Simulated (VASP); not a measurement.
A run of VASP 6.6.1:

The input INCAR:

```
PREC = Accurate
ENCUT = 520
EDIFF = 1E-6
ISMEAR = -1
SIGMA = 0.1
LREAL = F
LASPH = T
NELM = 80
ALGO = Normal
ISIF = 2
LWAVE = F
LCHARG = T
GGA = PS
LELF = T
LVHAR = T
NBANDS = 12
```

The input KPOINTS:

```
Automatic mesh
0
Gamma
  16 16 16
```

File POSCAR:

```
Mn
1.0
    2.2227352603      0.0000000000      0.0000000000
    0.0000000000      2.2227352603      0.0000000000
    0.0000000000      0.0000000000      2.2227352603
Mn
1
Direct
    0.0000000000      0.0000000000      0.0000000000
```

Potentials or basis: VASP PAW PBE potentials, release 64 (Mn_pv).

Launch:

```sh
$ cat potpaw_PBE.64/Mn_pv/POTCAR > POTCAR
$ mpirun -np 1 vasp_std > vasp.out
```

Hardware: 1 thread of Intel(R) Xeon(R) 6975P-C (Granite Rapids), with other jobs on the host.

Problem. How long does it take, and how much memory?

Solution. Wall time 6.9 s on 1 thread of Intel(R) Xeon(R) 6975P-C (Granite Rapids), with other jobs on the host, peak memory 0.13 GiB. Counts: scf iterations 11, k points 165.
